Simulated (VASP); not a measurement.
# Mg2CdTe3 (P3m1) in VASP: relaxation of cell and atoms with PBE

Aim: the relaxation of cell and atoms of Mg2CdTe3 with PBE.

Program: VASP 6.6.1. These are calculated values, not measurements. Logs are shortened: lines on timing, memory, paths and dates and some standing lists are left out, and cuts for length are marked.

## (1) The cell of the first run

It takes space group P3m1 (No. 156, trigonal). The conventional cell has a = 4.633 Å, b = 4.633 Å, c = 11.316 Å, α = 90.00°, β = 90.00°, γ = 120.00°. Mg (site symmetry 3m) has 4 Te at 2.82 Å within 3.7 Å. Within 3.7 Å of Mg (site symmetry 3m) lie 4 Te at 2.82 to 2.83 Å. Within 3.8 Å of Cd (site symmetry 3m) lie 4 Te at 2.85 to 2.86 Å. Within 3.7 Å of Te (site symmetry 3m) lie 3 Mg at 2.82 Å and 1 Cd at 2.86 Å. Within 3.7 Å of Te (site symmetry 3m) lie 1 Mg at 2.82 Å and 3 Cd at 2.85 Å. Within 3.7 Å of Te (site symmetry 3m) lie 4 Mg at 2.82 to 2.83 Å.

## (2) Relaxation of cell and atoms, PBE

INCAR reads:

```
PREC = Accurate
ENCUT = 600
EDIFF = 1E-6
ISMEAR = 0
SIGMA = 0.02
LREAL = False
LASPH = True
NELM = 80
ALGO = Normal
ISIF = 3
LWAVE = False
LCHARG = False
GGA = PE
IBRION = 2
NSW = 100
EDIFFG = -0.01
```

KPOINTS reads:

```
Automatic mesh
0
Gamma
  6 6 4
```

POSCAR reads:

```
Mg2CdTe3
1.0
    4.6332198000      0.0000000000      0.0000000000
   -2.3166099000      4.0124861000      0.0000000000
    0.0000000000      0.0000000000     11.3162888000
Mg Cd Te
2 1 3
Direct
    0.3333333000      0.6666667000      0.9993960000
    0.6666667000      0.3333333000      0.6692520000
    0.0000000000      0.0000000000      0.3320900000
    0.0000000000      0.0000000000      0.0791730000
    0.6666667000      0.3333333000      0.4201980000
    0.3333333000      0.6666667000      0.7498910000
```

Potentials or basis: VASP PAW PBE potentials, release 64 (Mg, Cd, Te).

Run with:

```console
$ cat potpaw_PBE.64/Mg/POTCAR potpaw_PBE.64/Cd/POTCAR potpaw_PBE.64/Te/POTCAR > POTCAR
$ mpirun -np 1 vasp_std > vasp.out
```

OUTCAR:

```text
PREC = Accurate
   ENCUT = 600
   EDIFF = 1E-6
   ISMEAR = 0
   LREAL = False
   LASPH = True
   NELM = 80
   ISIF = 3
   GGA = PE
   IBRION = 2
   NSW = 100
   EDIFFG = -0.01

 ion  position               nearest neighbor table
   1  0.333  0.667  0.999-   4 2.82   4 2.82   4 2.82   6 2.82
   2  0.667  0.333  0.669-   5 2.82   6 2.83   6 2.83   6 2.83
   3  0.000  0.000  0.332-   5 2.85   5 2.85   5 2.85   4 2.86
   4  0.000  0.000  0.079-   1 2.82   1 2.82   1 2.82   3 2.86
   5  0.667  0.333  0.420-   2 2.82   3 2.85   3 2.85   3 2.85
   6  0.333  0.667  0.750-   1 2.82   2 2.83   2 2.83   2 2.83

  LATTYP: Found a hexagonal cell.
 ALAT       =     4.6332198000
 C/A-ratio  =     2.4424243374

  Lattice vectors:

 A1 = (   4.6332198000,   0.0000000000,   0.0000000000)
 A2 = (  -2.3166099000,   4.0124861000,   0.0000000000)
 A3 = (   0.0000000000,   0.0000000000,  11.3162888000)

Analysis of symmetry for initial positions (statically):
=====================================================================
 Subroutine PRICEL returns:
 Original cell was already a primitive cell.

 Routine SETGRP: Setting up the symmetry group for a
 hexagonal supercell.

 Subroutine GETGRP returns: Found  6 space group operations
 (whereof  6 operations were pure point group operations)
 out of a pool of 24 trial point group operations.

The static configuration has the point symmetry C_3v.

Analysis of symmetry for dynamics (positions and initial velocities):
=====================================================================
 Subroutine PRICEL returns:
 Original cell was already a primitive cell.

 Routine SETGRP: Setting up the symmetry group for a
 hexagonal supercell.

 Subroutine GETGRP returns: Found  6 space group operations
 (whereof  6 operations were pure point group operations)
 out of a pool of 24 trial point group operations.

The dynamic configuration has the point symmetry C_3v.

 Subroutine INISYM returns: Found  6 space group operations
 (whereof  6 operations are pure point group operations),
 and found     1 'primitive' translations

----------------------------------------------------------------------------------------

                                     Primitive cell

  volume of cell :     210.3781

  direct lattice vectors                    reciprocal lattice vectors
     4.633219800  0.000000000  0.000000000     0.215832627  0.124611024  0.000000000
    -2.316609900  4.012486100  0.000000000     0.000000000  0.249222047  0.000000000
     0.000000000  0.000000000 11.316288800     0.000000000  0.000000000  0.088368194

  length of vectors
     4.633219800  4.633219845 11.316288800     0.249222050  0.249222047  0.088368194

  position of ions in fractional coordinates (direct lattice)
     0.333333300  0.666666700  0.999396000
     0.666666700  0.333333300  0.669252000
     0.000000000  0.000000000  0.332090000
     0.000000000  0.000000000  0.079173000
     0.666666700  0.333333300  0.420198000
     0.333333300  0.666666700  0.749891000

  ion indices of the primitive-cell ions
   primitive index   ion index
                 1           1
                 2           2
                 3           3
                 4           4
                 5           5
                 6           6

----------------------------------------------------------------------------------------

 KPOINTS: Automatic mesh

Automatic generation of k-mesh.
 Grid dimensions read from file:
 generate k-points for:    6    6    4

 Generating k-lattice:

  Cartesian coordinates                     Fractional coordinates (reciprocal lattice)
     0.035972104  0.020768504  0.000000000     0.166666667 -0.000000000  0.000000000
     0.000000000  0.041537008  0.000000000     0.000000000  0.166666667  0.000000000
     0.000000000  0.000000000  0.022092048     0.000000000  0.000000000  0.250000000

  Length of vectors
     0.041537008  0.041537008  0.022092048

  Shift w.r.t. Gamma in fractional coordinates (k-lattice)
     0.000000000  0.000000000  0.000000000

 Subroutine IBZKPT returns following result:
 ===========================================

 Found     24 irreducible k-points:

 Following reciprocal coordinates:
            Coordinates               Weight
  0.000000  0.000000  0.000000      1.000000
  0.166667  0.000000  0.000000      6.000000
  0.333333 -0.000000  0.000000      6.000000
  0.500000 -0.000000  0.000000      3.000000
  0.166667  0.166667  0.000000      6.000000
  0.333333  0.166667  0.000000     12.000000
[... 16 lines left out ...]
  0.333333  0.166667  0.500000     12.000000
  0.333333  0.333333  0.500000      2.000000
   k-points           NKPTS =     24   k-points in BZ     NKDIM =     24   number of bands    NBANDS=     21
   number of dos      NEDOS =    301   number of ions     NIONS =      6
   total plane-waves  NPLWV = 144000
   dimension x,y,z NGX =    40 NGY =   40 NGZ =   90
   dimension x,y,z NGXF=    80 NGYF=   80 NGZF=  180
   ions per type =               2   1   3
   NGX,Y,Z   is equivalent  to a cutoff of  14.35, 14.35, 13.22 a.u.
   NGXF,Y,Z  is equivalent  to a cutoff of  28.71, 28.71, 26.44 a.u.
 SYSTEM =  unknown system
   PREC   = accura    normal or accurate (medium, high low for compatibility)
   ISTART =      0    job   : 0-new  1-cont  2-samecut
   ICHARG =      2    charge: 1-file 2-atom 10-const
   ISPIN  =      1    spin polarized calculation?
   LNONCOLLINEAR =      F non collinear calculations
   LSORBIT =      F    spin-orbit coupling
   LASPH  =      T    aspherical Exc in radial PAW
   ENCUT  =  600.0 eV  44.10 Ry    6.64 a.u.   9.25  9.25 22.60*2*pi/ulx,y,z
   NELM   =     80;   NELMIN=  2; NELMDL= -5     # of ELM steps
   EDIFF  = 0.1E-05   stopping-criterion for ELM
   LREAL  =      F    real-space projection
   EDIFFG = -.1E-01   stopping-criterion for IOM
   NSW    =    100    number of steps for IOM
   IBRION =      2    ionic relax: 0-MD 1-quasi-New 2-CG
   NFREE  =      1    steps in history (QN), initial steepest desc. (CG)
   ISIF   =      3    stress and relaxation
   ISYM   =      2    0-nonsym 1-usesym 2-fastsym
   POTIM  = 0.5000    time-step for ionic-motion
   TEBEG  =    0.0;   TEEND  =   0.0 temperature during run
   PSTRESS=    0.0 pullay stress
   NELECT =      34.0000    total number of electrons
   NUPDOWN=      -1.0000    fix difference up-down
   EMIN   =  10.00;   EMAX   =-10.00  energy-range for DOS
   EFERMI =   0.00;   METHOD = LEGACY
   ISMEAR =     0;   SIGMA  =   0.02  broadening in eV -4-tet -1-fermi 0-gaus
   EFERMI_NEDOS =   21; number of points for ismear=-14 and -15
   IALGO  =     38    algorithm
   IMIX   =      4    mixing-type and parameters
     AMIX     =   0.40;   BMIX     =  1.00
     AMIX_MAG =   1.60;   BMIX_MAG =  1.00
  volume/ion in A,a.u.               =      35.06       236.62
  Fermi-wavevector in a.u.,A,eV,Ry     =   0.891732  1.685129 10.819160  0.795186
  Thomas-Fermi vector in A             =   2.013590
   LORBIT       =      0    0 simple, 1 ext, 2 COOP (PROOUT), +10 PAW based schemes
   GGA     = PE    functional components
   LHFCALC =     F    Hartree Fock is set to
   AEXX    =    0.0000 exact exchange contribution
   IVDW    =     0    specifies the selected vdW correction
   LEPSILON=     F    determine dielectric tensor
   LRPA    =     F    only Hartree local field effects (RPA)
 conjugate gradient relaxation of ions
 non-spin polarized calculation
 Gauss-broadening in eV      SIGMA  =   0.02
  energy-cutoff  :      600.00
  volume of cell :      210.38
 maximum number of plane-waves:      7041
 NGX is ok and might be reduce to    40
   NGX = 19   NGY = 19   NGZ = 45

--------------------------------------- Ionic step        1  -------------------------------------------

 number of electron      34.0000003 magnetization

 Free energy of the ion-electron system (eV)
  ---------------------------------------------------
  ext. energy  EPLUGINS =         0.00000000
  ---------------------------------------------------
  free energy    TOTEN  =       -17.60475623 eV

  energy without entropy =      -17.60475623  energy(sigma->0) =      -17.60475623

------------------------ aborting loop because EDIFF is reached ----------------------------------------

  FORCE on cell =-STRESS in cart. coord.  units (eV):
  Direction    XX          YY          ZZ          XY          YZ          ZX
  --------------------------------------------------------------------------------------
  -------------------------------------------------------------------------------------
  Total        0.0098502      0.0098502      0.0134092     -0.0000000      0.0000000      0.0000000
  in kB        0.0750165      0.0750165      0.1021205     -0.0000000      0.0000000      0.0000000
  external PRESSURE =       0.0840512 kB  Pullay stress =       0.0000000 kB
[... 65 lines left out ...]
  energy  without entropy=      -17.6047823174  energy(sigma->0) =      -17.60478232

--------------------------------------- Ionic step        3  -------------------------------------------

 number of electron      34.0000003 magnetization

 Free energy of the ion-electron system (eV)
  ---------------------------------------------------
  ext. energy  EPLUGINS =         0.00000000
  ---------------------------------------------------
  free energy    TOTEN  =       -17.60479468 eV

  energy without entropy =      -17.60479468  energy(sigma->0) =      -17.60479468

 E-fermi :   1.9919     XC(G=0):  -7.9495

 val. band max:        1.8815963203   @ k =   0.0000   0.0000   0.0000
 cond. band min:       3.3366757644   @ k =   0.0000   0.0000   0.0000
 fundamental gap:      1.4550794442
 Fermi energy:         1.9919149917

 k-point     1 :       0.0000    0.0000    0.0000
  band No.  band energies     occupation
      1      -8.6221      2.00000
      2      -8.3375      2.00000
      3      -8.1549      2.00000
      4      -5.9656      2.00000
      5      -5.9656      2.00000
      6      -5.7792      2.00000
[... 598 lines left out ...]
  FREE ENERGIE OF THE ION-ELECTRON SYSTEM (eV)
  ---------------------------------------------------
  free  energy   TOTEN  =       -17.6047946774 eV

  energy  without entropy=      -17.6047946774  energy(sigma->0) =      -17.60479468

 reached required accuracy - stopping structural energy minimisation
```

Run time: 4.1 min. Hardware: 1 thread of Intel Xeon Platinum 8488C (Sapphire Rapids), shared host; peak memory 0.48 GiB.

Results:

| Item | Value |
| --- | --- |
| Free energy | -17.6048 eV |
| Relaxed volume | 35.09 Å³/atom |
| Relaxed cell | a = 4.634 Å, b = 4.634 Å, c = 11.319 Å, α = 90.00°, β = 90.00°, γ = 120.00° |
| Space group after relaxing (to 0.1 Å) | P3m1 (No. 156) |
| Energy gained by relaxing | 0.0 meV/atom |
| Ionic steps | 3 |
| Pressure after relaxing | 0.0 GPa |
| Largest force after relaxing | 0.006 eV/Å |
| Band gap on the k mesh | 1.46 eV |

Forces in eV/Å, atoms in the order of the input:
```
Mg   0.000  0.000 -0.004
Mg   0.000  0.000  0.006
Cd   0.000  0.000 -0.003
Te   0.000  0.000 -0.003
Te   0.000  0.000  0.003
Te   0.000  0.000  0.001
```

Final structure:
```
Mg Cd Te
1.0
     4.63410    0.00000    0.00000
    -2.31705    4.01324    0.00000
     0.00000    0.00000   11.31920
Mg Cd Te
2 1 3
Direct
  0.33333 0.66667 0.99939
  0.66667 0.33333 0.66923
  0.00000 0.00000 0.33210
  0.00000 0.00000 0.07899
  0.66667 0.33333 0.42037
  0.33333 0.66667 0.74991
```

Levels at points of the mesh, in eV from the valence-band top:
```csv
k point,band 14,band 15,band 16,band 17,band 18,band 19,band 20,band 21
"(0.00, 0.00, 0.00)",-0.54,-0.13,0.00,0.00,1.46,2.61,2.89,5.00
"(0.50, 0.00, 0.00)",-1.42,-1.25,-0.96,-0.79,2.66,2.85,3.37,3.49
"(0.00, 0.00, 0.50)",-0.47,-0.47,-0.03,-0.03,2.04,2.78,2.82,4.88
"(0.50, 0.00, 0.50)",-1.34,-1.25,-0.63,-0.62,2.42,3.01,3.20,3.98
```

Caveat: spin-orbit coupling is left out, which moves the levels of the heavy elements.
